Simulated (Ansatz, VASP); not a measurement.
**AlNi3: VASP beside Ansatz**

```xyz
4
Lattice="2.5483 0.0000 0.0000 -1.2741 2.2069 0.0000 0.0000 0.0000 8.1378" Properties=species:S:1:pos:R:3 pbc="T T T"
Al    0.0000    1.4712    4.0689
Ni    0.0000    1.4712    0.0000
Ni    1.2741    0.7356    2.0345
Ni    1.2741    0.7356    6.1034
```

Alike in both runs: task relaxation of cell and atoms; functional PBE; k mesh 6 × 6 × 2; occupations gaussian, width 0.1 eV; collinear spin.

|  | VASP | Ansatz |
| --- | --- | --- |
| version | VASP 6.6.1 | Ansatz 0.2.0 |
| potentials or method | VASP PAW PBE potentials, release 64 (Al, Ni), cutoff 600 eV | scalar-relativistic, plane waves, PAW |
| valence electrons in the cell | 33 | 57 |

```tsv
	VASP	Ansatz	Ansatz less VASP
gap on the k mesh at the Fermi level, each at its own relaxed structure (eV)	none	none	-
net moment per atom (μB)	0.09	0.07	-0.026
size of the moment on the site where the two differ most (μB)	0.26	0.21	-0.041
relaxed volume (Å³/atom)	11.64	11.64	-0.001
relaxed cell length with the largest relative difference (Å)	7.858	7.865	+0.0069
```

Site moments also hang on the region over which each program counts them. A gap of «none» marks a metal or a gap that the smearing closes. VASP's potentials hold 33 valence electrons a cell and Ansatz's 57, so a difference there can come from the potentials and not from the codes. Ansatz's warnings: seeded moment not kept.

The k mesh is coarse, so the values compare programs but aren't converged.
